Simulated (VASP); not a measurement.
Here is a VASP 6.6.1 calculation.

Contents of POSCAR:

```
GaP
1.0
    0.0000000000      2.7253992874      2.7253992874
    2.7253992874      0.0000000000      2.7253992874
    2.7253992874      2.7253992874      0.0000000000
Ga P
1 1
Direct
    0.0000000000      0.0000000000      0.0000000000
    0.2500000000      0.2500000000      0.2500000000
```

INCAR.step1

```
PREC     = Accurate       # precision mode
ENCUT    = 500            # plane-wave cutoff, eV
EDIFF    = 1E-8           # SCF threshold, eV
ISMEAR   = 0              # smearing method
SIGMA    = 0.01           # smearing width, eV
LREAL    = False          # projectors in reciprocal space
LASPH    = True           # aspherical terms in the spheres
NELM     = 100            # most SCF steps
ALGO     = Normal         # electronic algorithm
LWAVE    = True           # write WAVECAR
LCHARG   = False          # write CHGCAR
GGA      = PE             # functional
```

The input INCAR.step2:

```
PREC     = Accurate       # precision mode
ENCUT    = 500            # plane-wave cutoff, eV
EDIFF    = 1E-8           # SCF threshold, eV
ISMEAR   = 0              # smearing method
SIGMA    = 0.01           # smearing width, eV
LREAL    = False          # projectors in reciprocal space
LASPH    = True           # aspherical terms in the spheres
NELM     = 1              # most SCF steps
ALGO     = Exact          # electronic algorithm
LWAVE    = True           # write WAVECAR
LCHARG   = False          # write CHGCAR
GGA      = PE             # functional
NBANDS   = 100            # bands
LOPTICS  = True           # frequency-dependent dielectric function
ISTART   = 1
```

File INCAR.step3:

```
PREC     = Accurate       # precision mode
ENCUT    = 500            # plane-wave cutoff, eV
EDIFF    = 1E-8           # SCF threshold, eV
ISMEAR   = 0              # smearing method
SIGMA    = 0.01           # smearing width, eV
LREAL    = False          # projectors in reciprocal space
LASPH    = True           # aspherical terms in the spheres
ALGO     = EVGW0          # electronic algorithm
LWAVE    = False          # write WAVECAR
LCHARG   = False          # write CHGCAR
GGA      = PE             # functional
NELMGW   = 1            
NBANDS   = 100            # bands
ENCUTGW  = 100.0          # cutoff of the response function
NOMEGA   = 96             # frequency points
PRECFOCK = Fast         
ISTART   = 1            
NBANDSGW = 17           
OMEGAMAX = 20
```

File KPOINTS:

```
Automatic mesh
0
Gamma
  6 6 6
```

Potentials or basis: VASP PAW PBE potentials, release 64 (Ga_d_GW, P_GW).

Command:

```sh
$ cat potpaw_PBE.64/Ga_d_GW/POTCAR potpaw_PBE.64/P_GW/POTCAR > POTCAR
$ cp INCAR.step1 INCAR
$ mpirun -np 1 vasp_std > vasp.out
$ cp INCAR.step2 INCAR
$ mpirun -np 1 vasp_std > vasp.out
$ cp INCAR.step3 INCAR
$ mpirun -np 1 vasp_std > vasp.out
```

(1) Predict the quasiparticle gap.

(2) Predict the least direct quasiparticle gap.

(3) What does it give for the band gap of the starting levels on the mesh?

(4) Predict the least direct gap of the starting levels on the mesh.

Results:

(1) 2.09 eV.

(2) 2.74 eV.

(3) 1.65 eV.

(4) 1.82 eV.

Caveat: bands, screening cutoff and mesh are small and nothing is extrapolated, so the quasiparticle values aren't converged.
